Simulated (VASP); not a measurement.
Wanted: the native input for a VASP 6.6.1 run.

| Item | Value |
| --- | --- |
| Task | single point |
| Functional | r2SCAN |
| Potentials or basis | VASP PAW PBE potentials, release 64 (Sn_d) |
| Cutoff | 520 eV |
| k mesh | 9 × 9 × 9 |
| Occupations | fermi-dirac, width 0.1 eV |
| Spin | no spin polarisation |
| Dipole correction | no |
| Further INCAR settings | ALGO = Normal; EDIFF = 1e-06; NBANDS = 21 |

Crystal: Sn.

```
CELL_PARAMETERS angstrom
0.00000 3.27107 3.27107
3.27107 0.00000 3.27107
3.27107 3.27107 0.00000
ATOMIC_POSITIONS crystal
Sn 0.00000 0.00000 0.00000
Sn 0.25000 0.25000 0.25000
```

This isn't the form of Sn at room conditions, which is tetragonal (white tin).

The input as run:

POSCAR

```
Sn
1.0
    0.0000000000      3.2710741662      3.2710741662
    3.2710741662      0.0000000000      3.2710741662
    3.2710741662      3.2710741662      0.0000000000
Sn
2
Direct
    0.0000000000      0.0000000000      0.0000000000
    0.2500000000      0.2500000000      0.2500000000
```

INCAR.step1

```
SYSTEM = Sn
ALGO = Normal
EDIFF = 1E-4
ENCUT = 520
GGA = PE
ISMEAR = -1
LASPH = .True.
LCHARG = .False.
LREAL = .False.
LWAVE = .True.
NBANDS = 21
NELM = 100
PREC = Accurate
SIGMA = 0.1
```

INCAR.step2

```
SYSTEM = Sn
ALGO = Normal
EDIFF = 1E-6
ENCUT = 520
ISIF = 2
ISMEAR = -1
ISTART = 1
LASPH = .True.
LCHARG = .True.
LELF = .True.
LMIXTAU = .True.
LREAL = .False.
LVHAR = .True.
LWAVE = .False.
METAGGA = R2SCAN
NBANDS = 21
NELM = 100
PREC = Accurate
SIGMA = 0.1
```

KPOINTS

```
k-points
0
Gamma
  9 9 9
  0 0 0
```

Potentials or basis: VASP PAW PBE potentials, release 64 (Sn_d).

The run is started by

```console
$ cat potpaw_PBE.64/Sn_d/POTCAR > POTCAR
$ cp INCAR.step1 INCAR
$ mpirun -np 1 vasp_std > vasp.out
$ cp INCAR.step2 INCAR
$ mpirun -np 1 vasp_std > vasp.out
```

It gave:

```json
{
  "Pressure": "0.5 GPa",
  "Band gap on the k mesh": "zero (filled and empty bands touch)"
}
```

Caveat: the PAW data sets were made with another functional, which shifts forces and pressure a little; spin-orbit coupling is left out, which moves the levels of the heavy elements.

It took 90 s on 1 thread of AMD EPYC 9R45 96-Core Processor (Zen 5) (shared host), peak memory 0.2 GiB.
